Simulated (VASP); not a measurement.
Input of a VASP 6.6.1 run:

Contents of POSCAR:

```
Pd
1.0
   -1.5548374812      1.5548374812      1.5548374812
    1.5548374812     -1.5548374812      1.5548374812
    1.5548374812      1.5548374812     -1.5548374812
Pd
1
Direct
    0.0000000000      0.0000000000      0.0000000000
```

Contents of INCAR.step1:

```
ALGO = Normal
EDIFF = 1E-4
ENCUT = 520
GGA = PE
ISMEAR = 0
LASPH = True
LCHARG = False
LREAL = False
LWAVE = True
NBANDS = 11
NELM = 60
PREC = Accurate
SIGMA = 0.1
```

File INCAR.step2:

```
ALGO = Normal
EDIFF = 1E-7
ENCUT = 520
ISIF = 2
ISMEAR = 0
ISTART = 1
LASPH = True
LCHARG = False
LMIXTAU = True
LREAL = False
LWAVE = False
METAGGA = R2SCAN
NBANDS = 11
NELM = 60
PREC = Accurate
SIGMA = 0.1
```

Contents of KPOINTS:

```
k-points
0
Gamma
  24 24 24
```

Potentials or basis: VASP PAW PBE potentials, release 64 (Pd).

Command:

```bash
$ cat potpaw_PBE.64/Pd/POTCAR > POTCAR
$ cp INCAR.step1 INCAR
$ mpirun -np 1 vasp_std > vasp.out
$ cp INCAR.step2 INCAR
$ mpirun -np 1 vasp_std > vasp.out
```

(1) What does it give for the pressure?

(2) Predict the band gap on the k mesh.

## Answers

(1) 0.6 GPa.

(2) zero (band 5 reaches 9.92 eV, above the bottom of band 6 at 8.17 eV).

Caveat: the PAW data sets were made with another functional, which shifts forces and pressure a little.
